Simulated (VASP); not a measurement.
The system is Na2Ca2Se3.

```
CELL_PARAMETERS angstrom
3.42454 1.97716 4.47950
-3.42454 1.97716 4.47950
0.00000 -3.95431 4.47950
ATOMIC_POSITIONS crystal
Na 0.72480 0.72480 0.72480
Na 0.27520 0.27520 0.27520
Ca 0.50000 0.50000 0.50000
Ca 0.00000 0.00000 0.00000
Se 0.00000 0.00000 0.50000
Se 0.50000 0.00000 0.00000
Se 0.00000 0.50000 0.00000
```

The cell was generated, and may not be a known phase.

```yaml
Program: VASP 6.6.1
Task: relaxation of cell and atoms
Functional: PBE
Potentials_or_basis: VASP PAW PBE potentials, release 64 (Na_pv, Ca_sv, Se)
Cutoff: 600 eV
k_mesh: 3 × 3 × 3
Occupations: gaussian, width 0.1 eV
Spin: no spin polarisation
```

At the start: pressure 7.1 GPa; volume 26.00 Å³/atom.

Task: How do energy, volume and symmetry change on relaxing?

Result: Over 3 steps the energy falls by 102.0 meV/atom and the volume is 30.58 Å³/atom (+17.6 %); space group R-3m (No. 166, to 0.1 Å) before and after.

Step by step:
```
step  energy change (eV)  largest force (eV/Å)  pressure (GPa)  volume (Å³)
   1              0.0000                1.5034            7.13       181.98
   2             -0.7142                0.0082           -0.02       214.19
   3             -0.7142                0.0032            0.00       214.03
```

Final structure:
```
CELL_PARAMETERS angstrom
3.62113 2.09066 4.71198
-3.62113 2.09066 4.71198
0.00000 -4.18132 4.71198
ATOMIC_POSITIONS crystal
Na 0.71942 0.71942 0.71942
Na 0.28058 0.28058 0.28058
Ca 0.50000 0.50000 0.50000
Ca 0.00000 0.00000 0.00000
Se 0.00000 0.00000 0.50000
Se 0.50000 0.00000 0.00000
Se 0.00000 0.50000 0.00000
```

Caveat: the k points lie up to 0.37 Å⁻¹ apart in the final cell; the volume moved by over 15 % at a fixed basis, so the end points are rough.
